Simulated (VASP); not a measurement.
# TaAs (I4_1md) in VASP: further runs

The runs below take TaAs through single point, with PBE.

Everything below comes from runs of VASP 6.6.1. Logs are shortened: lines on timing, memory, paths and dates and some standing lists are left out, and cuts for length are marked.

### Step 1. The cell of the first run

The structure is tetragonal, space group I4_1md (No. 109). The conventional cell has a = 3.482 Å, b = 3.482 Å, c = 11.840 Å, α = 90.00°, β = 90.00°, γ = 90.00°. Ta (site symmetry 2mm) has 6 As at 2.64 to 2.65 Å and 8 Ta at 3.43 to 3.48 Å within 3.5 Å. As (site symmetry 2mm) has 6 Ta at 2.64 to 2.65 Å and 8 As at 3.43 to 3.48 Å within 3.5 Å.

### Step 2. Single point, PBE (17.94 Å³/atom)

Input file INCAR:

```
SYSTEM = TaAs
PREC = Accurate
ENCUT = 520
EDIFF = 1E-6
ISMEAR = 0
SIGMA = 0.05
LREAL = .FALSE.
LASPH = .TRUE.
NELM = 80
ALGO = Normal
ISIF = 2
LWAVE = .FALSE.
LCHARG = .FALSE.
GGA = PE
NBANDS = 24
```

Input file KPOINTS:

```
regular mesh
0
G
  16 16 16
  0 0 0
```

Input file POSCAR:

```
TaAs
1.0
   -1.7408989646      1.7408989646      5.9199891880
    1.7408989646     -1.7408989646      5.9199891880
    1.7408989646      1.7408989646     -5.9199891880
Ta As
2 2
Direct
    0.5000507332      1.0000507332      0.5000000000
    0.7500507332      0.7500507332      0.0000000000
    0.0825486868      0.5825486868      0.5000000000
    0.3325486868      0.3325486868      0.0000000000
```

Potentials or basis: VASP PAW PBE potentials, release 64 (Ta_pv, As).

Started as:

```
$ cat potpaw_PBE.64/Ta_pv/POTCAR potpaw_PBE.64/As/POTCAR > POTCAR
$ mpirun -np 1 vasp_std > vasp.out
```

OUTCAR:

```text
SYSTEM = TaAs
   PREC = Accurate
   ENCUT = 520
   EDIFF = 1E-6
   ISMEAR = 0
   LREAL = .FALSE.
   LASPH = .TRUE.
   NELM = 80
   ISIF = 2
   GGA = PE

 ion  position               nearest neighbor table
   1  0.500  0.000  0.500-   4 2.64   4 2.64   3 2.65   3 2.65   3 2.65   3 2.65   2 3.43   2 3.43
                             2 3.43   2 3.43
   2  0.750  0.750  0.000-   3 2.64   3 2.64   4 2.65   4 2.65   4 2.65   4 2.65   1 3.43   1 3.43
                             1 3.43   1 3.43
   3  0.083  0.583  0.500-   2 2.64   2 2.64   1 2.65   1 2.65   1 2.65   1 2.65
   4  0.333  0.333  0.000-   1 2.64   1 2.64   2 2.65   2 2.65   2 2.65   2 2.65

  LATTYP: Found a body centered tetragonal cell.
 ALAT       =     3.4817979292
 C/A-ratio  =     3.4005357625

  Lattice vectors:

 A1 = (  -1.7408989646,   1.7408989646,   5.9199891880)
 A2 = (   1.7408989646,  -1.7408989646,   5.9199891880)
 A3 = (   1.7408989646,   1.7408989646,  -5.9199891880)

Analysis of symmetry for initial positions (statically):
=====================================================================
 Subroutine PRICEL returns:
 Original cell was already a primitive cell.

 Routine SETGRP: Setting up the symmetry group for a
 body centered tetragonal supercell.

 Subroutine GETGRP returns: Found  8 space group operations
 (whereof  4 operations were pure point group operations)
 out of a pool of 16 trial point group operations.

The static configuration has the point symmetry C_2v.
 The point group associated with its full space group is C_4v.

Analysis of symmetry for dynamics (positions and initial velocities):
=====================================================================
 Subroutine PRICEL returns:
 Original cell was already a primitive cell.

 Routine SETGRP: Setting up the symmetry group for a
 body centered tetragonal supercell.

 Subroutine GETGRP returns: Found  8 space group operations
 (whereof  4 operations were pure point group operations)
 out of a pool of 16 trial point group operations.

The dynamic configuration has the point symmetry C_2v.
 The point group associated with its full space group is C_4v.

 Subroutine INISYM returns: Found  8 space group operations
 (whereof  4 operations are pure point group operations),
 and found     1 'primitive' translations

----------------------------------------------------------------------------------------

                                     Primitive cell

  volume of cell :      71.7675

  direct lattice vectors                    reciprocal lattice vectors
    -1.740898965  1.740898965  5.919989188     0.000000000  0.287207937  0.084459614
     1.740898965 -1.740898965  5.919989188     0.287207937  0.000000000  0.084459614
     1.740898965  1.740898965 -5.919989188     0.287207937  0.287207937  0.000000000

  length of vectors
     6.411531049  6.411531049  6.411531049     0.299369045  0.299369045  0.406173360

  position of ions in fractional coordinates (direct lattice)
     0.500050733  0.000050733  0.500000000
     0.750050733  0.750050733  0.000000000
     0.082548687  0.582548687  0.500000000
     0.332548687  0.332548687  0.000000000

  ion indices of the primitive-cell ions
   primitive index   ion index
                 1           1
                 2           2
                 3           3
                 4           4

----------------------------------------------------------------------------------------

 KPOINTS: regular mesh

Automatic generation of k-mesh.
 Grid dimensions read from file:
 generate k-points for:   16   16   16

 Generating k-lattice:

  Cartesian coordinates                     Fractional coordinates (reciprocal lattice)
     0.000000000  0.017950496  0.005278726     0.062500000 -0.000000000  0.000000000
     0.017950496  0.000000000  0.005278726    -0.000000000  0.062500000  0.000000000
     0.017950496  0.017950496  0.000000000     0.000000000  0.000000000  0.062500000

  Length of vectors
     0.018710565  0.018710565  0.025385835

  Shift w.r.t. Gamma in fractional coordinates (k-lattice)
     0.000000000  0.000000000  0.000000000

 Subroutine IBZKPT returns following result:
 ===========================================

 Found    349 irreducible k-points:

 Following reciprocal coordinates:
            Coordinates               Weight
  0.000000  0.000000  0.000000      1.000000
  0.062500  0.000000  0.000000      8.000000
  0.125000  0.000000  0.000000      8.000000
  0.187500  0.000000 -0.000000      8.000000
  0.250000  0.000000  0.000000      8.000000
  0.312500  0.000000  0.000000      8.000000
[... 16 lines left out ...]
 -0.125000  0.062500 -0.000000     16.000000
 -0.062500  0.062500  0.000000      4.000000
 [... further k-points ...]
   k-points           NKPTS =    349   k-points in BZ     NKDIM =    349   number of bands    NBANDS=     24
   number of dos      NEDOS =    301   number of ions     NIONS =      4
   total plane-waves  NPLWV = 110592
   dimension x,y,z NGX =    48 NGY =   48 NGZ =   48
   dimension x,y,z NGXF=    96 NGYF=   96 NGZF=   96
   ions per type =               2   2
   NGX,Y,Z   is equivalent  to a cutoff of  12.45, 12.45, 12.45 a.u.
   NGXF,Y,Z  is equivalent  to a cutoff of  24.89, 24.89, 24.89 a.u.
 SYSTEM =  TaAs
   PREC   = accura    normal or accurate (medium, high low for compatibility)
   ISTART =      0    job   : 0-new  1-cont  2-samecut
   ICHARG =      2    charge: 1-file 2-atom 10-const
   ISPIN  =      1    spin polarized calculation?
   LNONCOLLINEAR =      F non collinear calculations
   LSORBIT =      F    spin-orbit coupling
   LASPH  =      T    aspherical Exc in radial PAW
   ENCUT  =  520.0 eV  38.22 Ry    6.18 a.u.  11.92 11.92 11.92*2*pi/ulx,y,z
   NELM   =     80;   NELMIN=  2; NELMDL= -5     # of ELM steps
   EDIFF  = 0.1E-05   stopping-criterion for ELM
   LREAL  =      F    real-space projection
   EDIFFG = 0.1E-04   stopping-criterion for IOM
   NSW    =      0    number of steps for IOM
   IBRION =     -1    ionic relax: 0-MD 1-quasi-New 2-CG
   NFREE  =      0    steps in history (QN), initial steepest desc. (CG)
   ISIF   =      2    stress and relaxation
   ISYM   =      2    0-nonsym 1-usesym 2-fastsym
   POTIM  = 0.5000    time-step for ionic-motion
   TEBEG  =    0.0;   TEEND  =   0.0 temperature during run
   PSTRESS=    0.0 pullay stress
   NELECT =      32.0000    total number of electrons
   NUPDOWN=      -1.0000    fix difference up-down
   EMIN   =  10.00;   EMAX   =-10.00  energy-range for DOS
   EFERMI =   0.00;   METHOD = LEGACY
   ISMEAR =     0;   SIGMA  =   0.05  broadening in eV -4-tet -1-fermi 0-gaus
   EFERMI_NEDOS =   21; number of points for ismear=-14 and -15
   IALGO  =     38    algorithm
   IMIX   =      4    mixing-type and parameters
     AMIX     =   0.40;   BMIX     =  1.00
     AMIX_MAG =   1.60;   BMIX_MAG =  1.00
  volume/ion in A,a.u.               =      17.94       121.08
  Fermi-wavevector in a.u.,A,eV,Ry     =   1.250688  2.363457 21.282495  1.564219
  Thomas-Fermi vector in A             =   2.384670
   LORBIT       =      0    0 simple, 1 ext, 2 COOP (PROOUT), +10 PAW based schemes
   GGA     = PE    functional components
   LHFCALC =     F    Hartree Fock is set to
   AEXX    =    0.0000 exact exchange contribution
   IVDW    =     0    specifies the selected vdW correction
   LEPSILON=     F    determine dielectric tensor
   LRPA    =     F    only Hartree local field effects (RPA)
 non-spin polarized calculation
 Gauss-broadening in eV      SIGMA  =   0.05
  energy-cutoff  :      520.00
  volume of cell :       71.77
 maximum number of plane-waves:      1969
   NGX = 23   NGY = 23   NGZ = 23

 number of electron      32.0000000 magnetization

 Free energy of the ion-electron system (eV)
  ---------------------------------------------------
  ext. energy  EPLUGINS =         0.00000000
  ---------------------------------------------------
  free energy    TOTEN  =       -35.10585623 eV

  energy without entropy =      -35.10536236  energy(sigma->0) =      -35.10560929

 E-fermi :   6.6907     XC(G=0): -11.7596

 val. band max:        6.6875639373   @ k =  -0.2500   0.2500   0.2500
 cond. band min:       6.6949619465   @ k =  -0.3125   0.4375   0.3125
 fundamental gap:      0.0073980092
 Fermi energy:         6.6906654884

 k-point     1 :       0.0000    0.0000    0.0000
  band No.  band energies     occupation
      1     -28.3605      2.00000
      2     -28.3390      2.00000
      3     -28.3390      2.00000
      4     -28.1996      2.00000
      5     -28.1996      2.00000
      6     -28.1516      2.00000
[... 16 lines left out ...]
     23      10.6172      0.00000
     24      10.6193      0.00000

 k-point     2 :       0.0625    0.0000    0.0000
  band No.  band energies     occupation
      1     -28.3599      2.00000
      2     -28.3430      2.00000
      3     -28.3385      2.00000
      4     -28.2047      2.00000
      5     -28.1990      2.00000
      6     -28.1521      2.00000
[... 16 lines left out ...]
     23      10.2165      0.00000
     24      10.7997      0.00000

 k-point     3 :       0.1250    0.0000    0.0000
  band No.  band energies     occupation
      1     -28.3666      2.00000
      2     -28.3460      2.00000
      3     -28.3371      2.00000
      4     -28.2191      2.00000
      5     -28.1973      2.00000
      6     -28.1539      2.00000
[... 16 lines left out ...]
     23      10.4360      0.00000
     24      11.2671      0.00000
[... 514 lines left out ...]
 k-point    23 :      -0.1250    0.0625   -0.0000
  band No.  band energies     occupation
      1     -28.3663      2.00000
      2     -28.3486      2.00000
      3     -28.3394      2.00000
      4     -28.2187      2.00000
      5     -28.2025      2.00000
      6     -28.1524      2.00000
[... 16 lines left out ...]
     23      10.6657      0.00000
     24      10.9070      0.00000

 k-point    24 :      -0.0625    0.0625    0.0000
  band No.  band energies     occupation
      1     -28.3601      2.00000
      2     -28.3443      2.00000
      3     -28.3408      2.00000
      4     -28.2048      2.00000
      5     -28.2036      2.00000
      6     -28.1515      2.00000
[... 16 lines left out ...]
     23      10.4283      0.00000
     24      10.4415      0.00000

 [... further k-points ...]

------------------------ aborting loop because EDIFF is reached ----------------------------------------

  FORCE on cell =-STRESS in cart. coord.  units (eV):
  Direction    XX          YY          ZZ          XY          YZ          ZX
  --------------------------------------------------------------------------------------
  -------------------------------------------------------------------------------------
  Total       -1.2960601     -1.2960601     -1.3341449      0.0000000      0.0000000      0.0000000
  in kB      -28.9339476    -28.9339476    -29.7841722      0.0000000      0.0000000      0.0000000
  external PRESSURE =     -29.2173558 kB  Pullay stress =       0.0000000 kB

 VOLUME and BASIS-vectors are now :
 -----------------------------------------------------------------------------
  energy-cutoff  :      520.00
  volume of cell :       71.77
      direct lattice vectors                 reciprocal lattice vectors
    -1.740898965  1.740898965  5.919989188     0.000000000  0.287207937  0.084459614
     1.740898965 -1.740898965  5.919989188     0.287207937  0.000000000  0.084459614
     1.740898965  1.740898965 -5.919989188     0.287207937  0.287207937  0.000000000

 POSITION                                       TOTAL-FORCE (eV/Angst)
 -----------------------------------------------------------------------------------
      0.00000      1.74090      0.00060         0.000000      0.000000      0.002185
      0.00000      0.00000      8.88058         0.000000      0.000000      0.002185
      1.74090      0.00000      0.97737        -0.000000      0.000000     -0.002185
      0.00000      0.00000      3.93737         0.000000     -0.000000     -0.002185
 -----------------------------------------------------------------------------------
    total drift:                                0.000000      0.000000     -0.001074

  FREE ENERGIE OF THE ION-ELECTRON SYSTEM (eV)
  ---------------------------------------------------
  free  energy   TOTEN  =       -35.1058562337 eV

  energy  without entropy=      -35.1053623557  energy(sigma->0) =      -35.10560929
```

Run time: 16 min. Hardware: 1 thread of Intel Xeon Platinum 8259CL at 2.50GHz (Skylake/Cascade Lake), shared host; peak memory 0.72 GiB.

Results:

```yaml
Free_energy: -35.1059 eV
Pressure: -2.9 GPa
Band_gap_on_the_k_mesh: zero (bands 16 and 17 overlap by 0.07 eV)
```

Forces on the atoms (eV/Å):
```
Ta   0.000  0.000  0.002
Ta   0.000  0.000  0.002
As   0.000  0.000 -0.002
As   0.000  0.000 -0.002
```

Stress tensor (GPa, compression positive):
```
-2.89  0.00  0.00
 0.00 -2.89  0.00
 0.00  0.00 -2.98
```

Levels at points of the mesh, in eV from the Fermi level:
| k point | band 13 | band 14 | band 15 | band 16 | band 17 | band 18 | band 19 | band 20 |
| --- | --- | --- | --- | --- | --- | --- | --- | --- |
| (0.00, 0.00, 0.00) | -2.26 | -1.88 | -1.62 | -1.62 | 0.85 | 1.49 | 2.23 | 2.95 |
| (0.50, 0.00, 0.00) | -2.39 | -2.29 | -1.52 | -0.28 | 0.11 | 1.31 | 2.14 | 2.33 |
| (0.50, 0.50, 0.00) | -3.15 | -3.15 | -1.12 | -1.12 | 2.66 | 2.66 | 2.92 | 2.92 |
| (0.50, 0.50, 0.50) | -2.69 | -2.69 | -0.96 | -0.96 | 1.16 | 1.16 | 2.18 | 2.18 |

Caveat: spin-orbit coupling is left out, which moves the levels of the heavy elements.

### Step 3. Single point, PBE (18.29 Å³/atom)

This run uses another cell than the first one, of 18.29 Å³/atom.

Input file INCAR:

```
ALGO = Normal ; EDIFF = 1E-6
ENCUT = 520 ; GGA = PE
ISIF = 2 ; ISMEAR = 0
LASPH = T ; LCHARG = T
LELF = T ; LREAL = F
LVHAR = T ; LWAVE = F
NBANDS = 24 ; NELM = 60
PREC = Accurate ; SIGMA = 0.05
```

Input file KPOINTS:

```
k-points
0
Gamma
  16 16 16
```

Input file POSCAR:

```
TaAs
1.0
   -1.7502527713      1.7502527713      5.9717231716
    1.7502527713     -1.7502527713      5.9717231716
    1.7502527713      1.7502527713     -5.9717231716
Ta As
2 2
Direct
    0.4999414482      0.9999414482      0.5000000000
    0.7499414482      0.7499414482      0.0000000000
    0.0826579718      0.5826579718      0.5000000000
    0.3326579718      0.3326579718      0.0000000000
```

Potentials or basis: VASP PAW PBE potentials, release 64 (Ta_pv, As).

Started as:

```
$ cat potpaw_PBE.64/Ta_pv/POTCAR potpaw_PBE.64/As/POTCAR > POTCAR
$ mpirun -np 1 vasp_std > vasp.out
```

OUTCAR:

```text
EDIFF = 1E-6
   ENCUT = 520
   GGA = PE
   ISIF = 2
   ISMEAR = 0
   LASPH = T
   LREAL = F
   NELM = 60
   PREC = Accurate

 ion  position               nearest neighbor table
   1  0.500  1.000  0.500-   4 2.66   4 2.66   3 2.67   3 2.67   3 2.67   3 2.67   2 3.46   2 3.46
                             2 3.46   2 3.46
   2  0.750  0.750  0.000-   3 2.66   3 2.66   4 2.67   4 2.67   4 2.67   4 2.67   1 3.46   1 3.46
                             1 3.46   1 3.46
   3  0.083  0.583  0.500-   2 2.66   2 2.66   1 2.67   1 2.67   1 2.67   1 2.67
   4  0.333  0.333  0.000-   1 2.66   1 2.66   2 2.67   2 2.67   2 2.67   2 2.67

  LATTYP: Found a body centered tetragonal cell.
 ALAT       =     3.5005055426
 C/A-ratio  =     3.4119204206

  Lattice vectors:

 A1 = (  -1.7502527713,   1.7502527713,   5.9717231716)
 A2 = (   1.7502527713,  -1.7502527713,   5.9717231716)
 A3 = (   1.7502527713,   1.7502527713,  -5.9717231716)

Analysis of symmetry for initial positions (statically):
=====================================================================
[... 177 lines left out ...]

 E-fermi :   6.5098     XC(G=0): -11.6657

 val. band max:        6.5093919350   @ k =  -0.3750   0.3750   0.3750
 cond. band min:       6.5135309794   @ k =  -0.2500   0.2500   0.2500
 fundamental gap:      0.0041390444
 Fermi energy:         6.5097934593

 k-point     1 :       0.0000    0.0000    0.0000
  band No.  band energies     occupation
      1     -28.5833      2.00000
      2     -28.5698      2.00000
      3     -28.5698      2.00000
      4     -28.4357      2.00000
      5     -28.4357      2.00000
      6     -28.3929      2.00000
[... 637 lines left out ...]
     23      10.1305      0.00000
     24      10.1497      0.00000

 [... further k-points ...]

------------------------ aborting loop because EDIFF is reached ----------------------------------------

  FORCE on cell =-STRESS in cart. coord.  units (eV):
  Direction    XX          YY          ZZ          XY          YZ          ZX
  --------------------------------------------------------------------------------------
  -------------------------------------------------------------------------------------
  Total       -2.6955860     -2.6955860     -2.7300150      0.0000000      0.0000000      0.0000000
  in kB      -59.0204579    -59.0204579    -59.7742884      0.0000000      0.0000000      0.0000000
  external PRESSURE =     -59.2717347 kB  Pullay stress =       0.0000000 kB

 VOLUME and BASIS-vectors are now :
 -----------------------------------------------------------------------------
  energy-cutoff  :      520.00
  volume of cell :       73.17
      direct lattice vectors                 reciprocal lattice vectors
    -1.750252771  1.750252771  5.971723172     0.000000000  0.285673023  0.083727927
     1.750252771 -1.750252771  5.971723172     0.285673023  0.000000000  0.083727927
     1.750252771  1.750252771 -5.971723172     0.285673023  0.285673023  0.000000000

 POSITION                                       TOTAL-FORCE (eV/Angst)
 -----------------------------------------------------------------------------------
      1.75025      0.00000      5.97102         0.000000     -0.000000      0.002084
      0.00000      0.00000      8.95689        -0.000000      0.000000      0.002084
      1.75025      0.00000      0.98722        -0.000000     -0.000000     -0.002084
      0.00000      0.00000      3.97308        -0.000000     -0.000000     -0.002084
 -----------------------------------------------------------------------------------
    total drift:                                0.000000      0.000000     -0.000077

  FREE ENERGIE OF THE ION-ELECTRON SYSTEM (eV)
  ---------------------------------------------------
  free  energy   TOTEN  =       -35.0668813728 eV

  energy  without entropy=      -35.0663798751  energy(sigma->0) =      -35.06663062
```

OSZICAR:

```text
N       E                     dE             d eps       ncg     rms          rms(c)
DAV:   1     0.235706570379E+03    0.23571E+03   -0.16468E+04 16760   0.128E+03
DAV:   2    -0.270822650243E+02   -0.26279E+03   -0.25136E+03 19576   0.344E+02
DAV:   3    -0.368833058987E+02   -0.98010E+01   -0.95770E+01 22152   0.601E+01
DAV:   4    -0.370237938478E+02   -0.14049E+00   -0.14029E+00 18928   0.729E+00
DAV:   5    -0.370256128736E+02   -0.18190E-02   -0.18184E-02 22192   0.727E-01    0.191E+01
DAV:   6    -0.351631350593E+02    0.18625E+01   -0.47805E+00 20088   0.133E+01    0.772E+00
DAV:   7    -0.350824604679E+02    0.80675E-01   -0.40337E-01 22272   0.399E+00    0.256E+00
DAV:   8    -0.350669509196E+02    0.15510E-01   -0.32869E-02 19112   0.841E-01    0.244E-01
DAV:   9    -0.350668497825E+02    0.10114E-03   -0.25801E-03 21624   0.267E-01    0.132E-01
DAV:  10    -0.350668925870E+02   -0.42804E-04   -0.35874E-04 19680   0.146E-01    0.195E-02
DAV:  11    -0.350668848030E+02    0.77841E-05   -0.13702E-05 21440   0.269E-02    0.123E-02
DAV:  12    -0.350668811699E+02    0.36330E-05   -0.50928E-06 20696   0.163E-02    0.259E-03
DAV:  13    -0.350668813728E+02   -0.20290E-06   -0.25261E-07 11424   0.364E-03
   1 F= -.35066881E+02 E0= -.35066631E+02  d E =-.501498E-03
```

stdout:

```text
POSCAR found type information on POSCAR TaAs
 POSCAR found :  2 types and       4 ions
 scaLAPACK will be used
 LDA part: xc-table for (Slater+PW92), standard interpolation
 POSCAR, INCAR and KPOINTS ok, starting setup
 FFT: planning ... GRIDC
 FFT: planning ... GRID_SOFT
 FFT: planning ... GRID
 WAVECAR not read
 entering main loop
```

Run time: 16 min. Hardware: 1 thread of Intel Xeon Platinum 8259CL at 2.50GHz (Skylake/Cascade Lake), shared host; peak memory 0.74 GiB.

What came out:

```
Free energy            : -35.0669 eV
Pressure               : -5.9 GPa
Band gap on the k mesh : zero (bands 16 and 17 overlap by 0.06 eV)
```

Forces in eV/Å, atoms in the order of the input:
```
Ta   0.000  0.000  0.002
Ta   0.000  0.000  0.002
As   0.000  0.000 -0.002
As   0.000  0.000 -0.002
```

Caveat: the cell stands under tension; spin-orbit coupling is left out, which moves the levels of the heavy elements.
